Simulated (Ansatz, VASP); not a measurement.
Two plane-wave programs on Pd

```
Pd
1.0
     0.00000    2.63369    2.63369
     2.63369    0.00000    2.63369
     2.63369    2.63369    0.00000
Pd
2
Direct
  0.00000 0.00000 0.00000
  0.50000 0.50000 0.50000
```

Alike in both runs: functional revPBE; k mesh 11 × 11 × 11; occupations fermi-dirac, width 0.05 eV; collinear spin.

Ansatz relaxed the structure, and its values are those at the end. VASP's run is a single point on that final structure, the one shown.

|  | VASP | Ansatz |
| --- | --- | --- |
| version | VASP 6.6.1 | Ansatz 0.2.0 |
| potentials or method | VASP PAW PBE potentials, release 64 (Pd), cutoff 520 eV | plane waves (420 eV) with PAW, scalar-relativistic |
| valence electrons in the cell | 20 | 36 |

Ansatz gave:

| Quantity | Value |
| --- | --- |
| pressure (GPa) | 0.0 |
| net moment per atom (μB) | 0.00 |

Q: What did VASP give for the same quantities?

A: Pressure (GPa): -0.2; net moment per atom (μB): 0.00.

VASP's potentials were made for PBE, not for revPBE. VASP's potentials hold 20 valence electrons a cell and Ansatz's 36, so a difference there can come from the potentials and not from the codes. Ansatz's warnings: seeded moment not kept.
